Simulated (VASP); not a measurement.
Write the native input for VASP 6.6.1 that does the following.

```
Task                   : relaxation of the atoms
Functional             : r2SCAN
Potentials or basis    : VASP PAW PBE potentials, release 64 (Rb_sv, Br)
Cutoff                 : 520 eV
k mesh                 : 8 × 8 × 8
Occupations            : fermi-dirac, width 0.02 eV
Spin                   : no spin polarisation
Dipole correction      : no
Further INCAR settings : ALGO = Normal; EDIFF = 1e-06; IBRION = 2; EDIFFG = -0.01; NSW = 50
```

The system is RbBr.

```
Rb Br
1.0
     0.00000    3.52980    3.52980
     3.52980    0.00000    3.52980
     3.52980    3.52980    0.00000
Rb Br
1 1
Direct
  0.00000 0.00000 0.00000
  0.50000 0.50000 0.50000
```

These files were run (other wordings do the same):

POSCAR

```
RbBr
1.0
    0.0000000000      3.5297994800      3.5297994800
    3.5297994800      0.0000000000      3.5297994800
    3.5297994800      3.5297994800      0.0000000000
Rb Br
1 1
Direct
    0.0000000000      0.0000000000      0.0000000000
    0.5000000000      0.5000000000      0.5000000000
```

INCAR.step1

```
SYSTEM = RbBr
PREC = Accurate ; ENCUT = 520
ISMEAR = -1 ; SIGMA = 0.02
LREAL = .FALSE. ; LASPH = .TRUE.
NELM = 60 ; GGA = PE
ALGO = Normal ; EDIFF = 1E-4
LWAVE = .TRUE. ; LCHARG = .FALSE.
```

INCAR.step2

```
SYSTEM = RbBr
PREC = Accurate ; ENCUT = 520
EDIFF = 1E-6 ; ISMEAR = -1
SIGMA = 0.02 ; LREAL = .FALSE.
LASPH = .TRUE. ; NELM = 60
ALGO = Normal ; ISIF = 2
LWAVE = .FALSE. ; LCHARG = .FALSE.
METAGGA = R2SCAN ; LMIXTAU = .TRUE.
IBRION = 2 ; NSW = 50
EDIFFG = -0.01 ; ISTART = 1
```

KPOINTS

```
regular mesh
0
G
  8 8 8
  0 0 0
```

Potentials or basis: VASP PAW PBE potentials, release 64 (Rb_sv, Br).

Run with:

```bash
$ cat potpaw_PBE.64/Rb_sv/POTCAR potpaw_PBE.64/Br/POTCAR > POTCAR
$ cp INCAR.step1 INCAR
$ mpirun -np 1 vasp_std > vasp.out
$ cp INCAR.step2 INCAR
$ mpirun -np 1 vasp_std > vasp.out
```

It gave:

```yaml
Pressure_after_relaxing: -0.7 GPa
Band_gap_on_the_k_mesh: 4.75 eV
```

Caveat: the relaxation stopped at its first step, so nothing moved; the PAW data sets were made with another functional, which shifts forces and pressure a little.

Run time: 2 min on 1 thread of Intel(R) Xeon(R) Platinum 8175M CPU @ 2.50GHz (Skylake/Cascade Lake), with other jobs on the host, peak memory 0.26 GiB.
